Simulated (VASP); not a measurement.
Hf, 2 atoms in the cell. Symmetry: P6_3/mmc, No. 194, hexagonal system. Conventional cell: a = 3.277 Å, b = 3.277 Å, c = 4.784 Å, α = 90.00°, β = 90.00°, γ = 120.00°. Within 4.0 Å of Hf (site symmetry -6m2) lie 12 Hf at 3.05 to 3.28 Å. 

```yaml
Program: VASP 6.6.1
Task: single point
Functional: PBEsol
Potentials_or_basis: VASP PAW PBE potentials, release 64 (Hf_pv)
Cutoff: 500 eV
k_mesh: 12 × 12 × 7
Occupations: gaussian, width 0.1 eV
Spin: no spin polarisation
Dipole_correction: no
Further_INCAR_settings: ALGO = Normal; EDIFF = 1e-06; NBANDS = 17
```

Potentials or basis: VASP PAW PBE potentials, release 64 (Hf_pv).

Launch:

```bash
$ cat potpaw_PBE.64/Hf_pv/POTCAR > POTCAR
$ mpirun -np 1 vasp_std > vasp.out
```

Hardware: 1 thread of Intel(R) Xeon(R) Platinum 8488C (Sapphire Rapids), with other jobs on the host.

Q: How long does it take, and how much memory?

A: It took 29 s on 1 thread of Intel(R) Xeon(R) Platinum 8488C (Sapphire Rapids), on a shared host, peak memory 0.18 GiB. Counts: scf iterations 11, k points 76.
